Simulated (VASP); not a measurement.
# CdS (Hawleyite) (F-43m) in VASP: notebook

CdS (Hawleyite) is run at these levels: PBE, r2SCAN, PBEsol, LDA; tasks: single point, relaxation of cell and atoms.

Everything below comes from runs of VASP 6.6.1. Logs are shortened: lines on timing, memory, paths and dates and some standing lists are left out, and cuts for length are marked.

## (1) The cell of the first run

It takes space group F-43m (No. 216, cubic). Conventional cell: a = 5.926 Å, b = 5.926 Å, c = 5.926 Å, α = 90.00°, β = 90.00°, γ = 90.00°. Cd (site symmetry -43m) has 4 S at 2.57 Å within 3.4 Å. Within 3.4 Å of S (site symmetry -43m) lie 4 Cd at 2.57 Å.

## (2) Single point, PBE

Input file INCAR:

```
  ALGO = Normal
  EDIFF = 1E-6
  ENCUT = 520
  GGA = PE
  ISIF = 2
  ISMEAR = -1
  LASPH = T
  LCHARG = F
  LREAL = F
  LWAVE = F
  NBANDS = 16
  NELM = 60
  PREC = Accurate
  SIGMA = 0.02
```

Input file KPOINTS:

```
k-points
0
Gamma
  8 8 8
```

Input file POSCAR:

```
CdS
1.0
    0.0000000000      2.9632110667      2.9632110667
    2.9632110667      0.0000000000      2.9632110667
    2.9632110667      2.9632110667      0.0000000000
Cd S
1 1
Direct
    0.0000000000      0.0000000000      0.0000000000
    0.2500000000      0.2500000000      0.2500000000
```

Potentials or basis: VASP PAW PBE potentials, release 64 (Cd, S).

Started as:

```console
$ cat potpaw_PBE.64/Cd/POTCAR potpaw_PBE.64/S/POTCAR > POTCAR
$ mpirun -np 1 vasp_std > vasp.out
```

OUTCAR:

```text
EDIFF = 1E-6
   ENCUT = 520
   GGA = PE
   ISIF = 2
   ISMEAR = -1
   LASPH = T
   LREAL = F
   NELM = 60
   PREC = Accurate

 ion  position               nearest neighbor table
   1  0.000  0.000  0.000-   2 2.57   2 2.57   2 2.57   2 2.57
   2  0.250  0.250  0.250-   1 2.57   1 2.57   1 2.57   1 2.57

  LATTYP: Found a face centered cubic cell.
 ALAT       =     5.9264221334

  Lattice vectors:

 A1 = (   0.0000000000,   2.9632110667,   2.9632110667)
 A2 = (   2.9632110667,   0.0000000000,   2.9632110667)
 A3 = (   2.9632110667,   2.9632110667,   0.0000000000)

Analysis of symmetry for initial positions (statically):
=====================================================================
 Subroutine PRICEL returns:
 Original cell was already a primitive cell.

 Routine SETGRP: Setting up the symmetry group for a
 face centered cubic supercell.

 Subroutine GETGRP returns: Found 24 space group operations
 (whereof 24 operations were pure point group operations)
 out of a pool of 48 trial point group operations.

The static configuration has the point symmetry T_d .

Analysis of symmetry for dynamics (positions and initial velocities):
=====================================================================
 Subroutine PRICEL returns:
 Original cell was already a primitive cell.

 Routine SETGRP: Setting up the symmetry group for a
 face centered cubic supercell.

 Subroutine GETGRP returns: Found 24 space group operations
 (whereof 24 operations were pure point group operations)
 out of a pool of 48 trial point group operations.

The dynamic configuration has the point symmetry T_d .

 Subroutine INISYM returns: Found 24 space group operations
 (whereof 24 operations are pure point group operations),
 and found     1 'primitive' translations

----------------------------------------------------------------------------------------

                                     Primitive cell

  volume of cell :      52.0377

  direct lattice vectors                    reciprocal lattice vectors
     0.000000000  2.963211067  2.963211067    -0.168735871  0.168735871  0.168735871
     2.963211067  0.000000000  2.963211067     0.168735871 -0.168735871  0.168735871
     2.963211067  2.963211067  0.000000000     0.168735871  0.168735871 -0.168735871

  length of vectors
     4.190613279  4.190613279  4.190613279     0.292259101  0.292259101  0.292259101

  position of ions in fractional coordinates (direct lattice)
     0.000000000  0.000000000  0.000000000
     0.250000000  0.250000000  0.250000000

  ion indices of the primitive-cell ions
   primitive index   ion index
                 1           1
                 2           2

----------------------------------------------------------------------------------------

 KPOINTS: k-points

Automatic generation of k-mesh.
 Grid dimensions read from file:
 generate k-points for:    8    8    8

 Generating k-lattice:

  Cartesian coordinates                     Fractional coordinates (reciprocal lattice)
    -0.021091984  0.021091984  0.021091984     0.125000000  0.000000000  0.000000000
     0.021091984 -0.021091984  0.021091984     0.000000000  0.125000000  0.000000000
     0.021091984  0.021091984 -0.021091984     0.000000000  0.000000000  0.125000000

  Length of vectors
     0.036532388  0.036532388  0.036532388

  Shift w.r.t. Gamma in fractional coordinates (k-lattice)
     0.000000000  0.000000000  0.000000000

 Subroutine IBZKPT returns following result:
 ===========================================

 Found     29 irreducible k-points:

 Following reciprocal coordinates:
            Coordinates               Weight
  0.000000  0.000000  0.000000      1.000000
  0.125000  0.000000  0.000000      8.000000
  0.250000  0.000000  0.000000      8.000000
  0.375000  0.000000  0.000000      8.000000
  0.500000  0.000000  0.000000      4.000000
  0.125000  0.125000  0.000000      6.000000
[... 16 lines left out ...]
  0.500000  0.250000  0.125000     48.000000
 -0.375000  0.250000  0.125000     24.000000
 [... further k-points ...]
   k-points           NKPTS =     29   k-points in BZ     NKDIM =     29   number of bands    NBANDS=     16
   number of dos      NEDOS =    301   number of ions     NIONS =      2
   total plane-waves  NPLWV =  32768
   dimension x,y,z NGX =    32 NGY =   32 NGZ =   32
   dimension x,y,z NGXF=    64 NGYF=   64 NGZF=   64
   ions per type =               1   1
   NGX,Y,Z   is equivalent  to a cutoff of  12.69, 12.69, 12.69 a.u.
   NGXF,Y,Z  is equivalent  to a cutoff of  25.39, 25.39, 25.39 a.u.
 SYSTEM =  unknown system
   PREC   = accura    normal or accurate (medium, high low for compatibility)
   ISTART =      0    job   : 0-new  1-cont  2-samecut
   ICHARG =      2    charge: 1-file 2-atom 10-const
   ISPIN  =      1    spin polarized calculation?
   LNONCOLLINEAR =      F non collinear calculations
   LSORBIT =      F    spin-orbit coupling
   LASPH  =      T    aspherical Exc in radial PAW
   ENCUT  =  520.0 eV  38.22 Ry    6.18 a.u.   7.79  7.79  7.79*2*pi/ulx,y,z
   NELM   =     60;   NELMIN=  2; NELMDL= -5     # of ELM steps
   EDIFF  = 0.1E-05   stopping-criterion for ELM
   LREAL  =      F    real-space projection
   EDIFFG = 0.1E-04   stopping-criterion for IOM
   NSW    =      0    number of steps for IOM
   IBRION =     -1    ionic relax: 0-MD 1-quasi-New 2-CG
   NFREE  =      0    steps in history (QN), initial steepest desc. (CG)
   ISIF   =      2    stress and relaxation
   ISYM   =      2    0-nonsym 1-usesym 2-fastsym
   POTIM  = 0.5000    time-step for ionic-motion
   TEBEG  =    0.0;   TEEND  =   0.0 temperature during run
   PSTRESS=    0.0 pullay stress
   NELECT =      18.0000    total number of electrons
   NUPDOWN=      -1.0000    fix difference up-down
   EMIN   =  10.00;   EMAX   =-10.00  energy-range for DOS
   EFERMI =   0.00;   METHOD = LEGACY
   ISMEAR =    -1;   SIGMA  =   0.02  broadening in eV -4-tet -1-fermi 0-gaus
   EFERMI_NEDOS =   21; number of points for ismear=-14 and -15
   IALGO  =     38    algorithm
   IMIX   =      4    mixing-type and parameters
     AMIX     =   0.40;   BMIX     =  1.00
     AMIX_MAG =   1.60;   BMIX_MAG =  1.00
  volume/ion in A,a.u.               =      26.02       175.58
  Fermi-wavevector in a.u.,A,eV,Ry     =   1.149193  2.171660 17.968469  1.320645
  Thomas-Fermi vector in A             =   2.285864
   LORBIT       =      0    0 simple, 1 ext, 2 COOP (PROOUT), +10 PAW based schemes
   GGA     = PE    functional components
   LHFCALC =     F    Hartree Fock is set to
   AEXX    =    0.0000 exact exchange contribution
   IVDW    =     0    specifies the selected vdW correction
   LEPSILON=     F    determine dielectric tensor
   LRPA    =     F    only Hartree local field effects (RPA)
 non-spin polarized calculation
  energy-cutoff  :      520.00
  volume of cell :       52.04
 maximum number of plane-waves:      1424
   NGX = 15   NGY = 15   NGZ = 15

 number of electron      18.0000001 magnetization

 Free energy of the ion-electron system (eV)
  ---------------------------------------------------
  ext. energy  EPLUGINS =         0.00000000
  ---------------------------------------------------
  free energy    TOTEN  =        -6.14717198 eV

  energy without entropy =       -6.14717198  energy(sigma->0) =       -6.14717198

 E-fermi :   1.3457     XC(G=0):  -8.9283

 val. band max:        0.9181979676   @ k =   0.0000   0.0000   0.0000
 cond. band min:       1.9619241370   @ k =   0.0000   0.0000   0.0000
 fundamental gap:      1.0437261694
 Fermi energy:         1.3457352335

 k-point     1 :       0.0000    0.0000    0.0000
  band No.  band energies     occupation
      1     -11.1707      2.00000
      2      -6.6503      2.00000
      3      -6.6503      2.00000
      4      -6.6503      2.00000
      5      -6.2329      2.00000
      6      -6.2329      2.00000
[... 8 lines left out ...]
     15      12.3239      0.00000
     16      12.3239      0.00000

 k-point     2 :       0.1250    0.0000    0.0000
  band No.  band energies     occupation
      1     -11.1149      2.00000
      2      -6.6305      2.00000
      3      -6.6305      2.00000
      4      -6.5986      2.00000
      5      -6.2337      2.00000
      6      -6.2337      2.00000
[... 8 lines left out ...]
     15      11.7454      0.00000
     16      12.7145      0.00000

 k-point     3 :       0.2500    0.0000    0.0000
  band No.  band energies     occupation
      1     -10.9795      2.00000
      2      -6.5876      2.00000
      3      -6.5876      2.00000
      4      -6.4192      2.00000
      5      -6.2289      2.00000
      6      -6.2289      2.00000
[... 8 lines left out ...]
     15      11.5129      0.00000
     16      12.1312      0.00000

 k-point     4 :       0.3750    0.0000    0.0000
  band No.  band energies     occupation
      1     -10.8443      2.00000
      2      -6.5546      2.00000
      3      -6.5546      2.00000
      4      -6.2116      2.00000
      5      -6.2116      2.00000
      6      -6.1059      2.00000
[... 8 lines left out ...]
     15      12.3311      0.00000
     16      12.3311      0.00000

 k-point     5 :       0.5000    0.0000    0.0000
  band No.  band energies     occupation
      1     -10.7887      2.00000
      2      -6.5444      2.00000
      3      -6.5444      2.00000
      4      -6.2000      2.00000
      5      -6.2000      2.00000
      6      -5.8934      2.00000
[... 8 lines left out ...]
     15      13.3579      0.00000
     16      13.3579      0.00000

 k-point     6 :       0.1250    0.1250    0.0000
  band No.  band energies     occupation
      1     -11.0964      2.00000
      2      -6.6114      2.00000
      3      -6.6114      2.00000
      4      -6.6066      2.00000
      5      -6.2465      2.00000
      6      -6.2219      2.00000
[... 8 lines left out ...]
     15      12.4301      0.00000
     16      13.2786      0.00000
[... 267 lines left out ...]
 k-point    21 :       0.5000    0.5000    0.0000
  band No.  band energies     occupation
      1     -10.6707      2.00000
      2      -6.4516      2.00000
      3      -6.3462      2.00000
      4      -6.3462      2.00000
      5      -6.1575      2.00000
      6      -5.8325      2.00000
[... 8 lines left out ...]
     15      13.2642      0.00000
     16      14.2927      0.00000

 k-point    22 :       0.3750    0.2500    0.1250
  band No.  band energies     occupation
      1     -10.8802      2.00000
      2      -6.5407      2.00000
      3      -6.5184      2.00000
      4      -6.3627      2.00000
      5      -6.2228      2.00000
      6      -6.1765      2.00000
[... 8 lines left out ...]
     15      12.8235      0.00000
     16      14.6153      0.00000

 k-point    23 :       0.5000    0.2500    0.1250
  band No.  band energies     occupation
      1     -10.7739      2.00000
      2      -6.5095      2.00000
      3      -6.4872      2.00000
      4      -6.2858      2.00000
      5      -6.2031      2.00000
      6      -5.9617      2.00000
[... 8 lines left out ...]
     15      13.5304      0.00000
     16      13.8906      0.00000

 k-point    24 :      -0.3750    0.2500    0.1250
  band No.  band energies     occupation
      1     -10.7304      2.00000
      2      -6.5050      2.00000
      3      -6.4727      2.00000
      4      -6.2534      2.00000
      5      -6.2091      2.00000
      6      -5.7930      2.00000
[... 8 lines left out ...]
     15      13.0886      0.00000
     16      13.9316      0.00000

 [... further k-points ...]
[... 5 lines left out ...]
  --------------------------------------------------------------------------------------
  -------------------------------------------------------------------------------------
  Total        0.0962713      0.0962713      0.0962713      0.0000000     -0.0000000     -0.0000000
  in kB        2.9640769      2.9640769      2.9640769      0.0000000     -0.0000000     -0.0000000
  external PRESSURE =       2.9640769 kB  Pullay stress =       0.0000000 kB

 VOLUME and BASIS-vectors are now :
 -----------------------------------------------------------------------------
  energy-cutoff  :      520.00
  volume of cell :       52.04
      direct lattice vectors                 reciprocal lattice vectors
     0.000000000  2.963211067  2.963211067    -0.168735871  0.168735871  0.168735871
     2.963211067  0.000000000  2.963211067     0.168735871 -0.168735871  0.168735871
     2.963211067  2.963211067  0.000000000     0.168735871  0.168735871 -0.168735871

 POSITION                                       TOTAL-FORCE (eV/Angst)
 -----------------------------------------------------------------------------------
      0.00000      0.00000      0.00000         0.000000      0.000000      0.000000
      1.48161      1.48161      1.48161        -0.000000     -0.000000     -0.000000
 -----------------------------------------------------------------------------------
    total drift:                               -0.000000     -0.000000     -0.000000

  FREE ENERGIE OF THE ION-ELECTRON SYSTEM (eV)
  ---------------------------------------------------
  free  energy   TOTEN  =        -6.1471719816 eV

  energy  without entropy=       -6.1471719816  energy(sigma->0) =       -6.14717198
```

It took 18 s on 1 thread of AMD EPYC 9R45 (Zen 5), shared host; peak memory 0.15 GiB.

What came out:

* Free energy: -6.1472 eV
* Pressure: 0.3 GPa
* Band gap on the k mesh: 1.04 eV, direct

Levels at points of the mesh, in eV from the valence-band top:
| k point | band 7 | band 8 | band 9 | band 10 | band 11 | band 12 |
| --- | --- | --- | --- | --- | --- | --- |
| (0.00, 0.00, 0.00) | 0.00 | 0.00 | 0.00 | 1.04 | 6.55 | 6.55 |
| (0.50, 0.00, 0.00) | -4.12 | -0.69 | -0.69 | 2.94 | 7.01 | 7.01 |
| (0.50, 0.50, 0.00) | -3.75 | -1.72 | -1.72 | 3.63 | 4.28 | 9.04 |

[end of part 1 of 3]
